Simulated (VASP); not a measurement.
# As: single point with PBE+D3(BJ)

System: As, a slab with vacuum.

```
As
1.0
     3.57162    0.00000    0.00000
    -1.78581    3.09312    0.00000
     0.00000    0.00000   20.29512
As
4
Cartesian
  0.0000 2.0621 4.5000
  1.7858 1.0310 5.8980
  1.7858 1.0310 9.6810
  3.5716 0.0000 11.0790
```

```yaml
Program: VASP 6.6.1
Task: single point
Functional: PBE
Dispersion: D3(BJ)
Potentials_or_basis: VASP PAW PBE potentials, release 64 (As_d)
Cutoff: 400 eV
k_mesh: 9 × 9 × 1
Occupations: gaussian, width 0.05 eV
Spin: no spin polarisation
```

| Property | Result |
| --- | --- |
| Largest force | 0.027 eV/Å |
| Band gap on the k mesh | 1.27 eV (least direct gap 1.75 eV) |
| Dispersion energy per atom | -0.255 eV |

Forces on the atoms (eV/Å):
```
As   0.000  0.000 -0.023
As   0.000  0.000  0.027
As   0.000  0.000 -0.027
As   0.000  0.000  0.023
```

Levels at points of the mesh, in eV from the valence-band top:
```tsv
k point	band 26	band 27	band 28	band 29	band 30	band 31	band 32	band 33	band 34	band 35
(0.00, 0.00, 0.00)	-0.14	-0.04	-0.04	-0.01	-0.01	1.90	2.32	3.45	3.45	3.53
```

Wall time 74 s on 1 thread of AMD EPYC 9R45 96-Core Processor (Zen 5), on a shared host, peak memory 0.25 GiB.
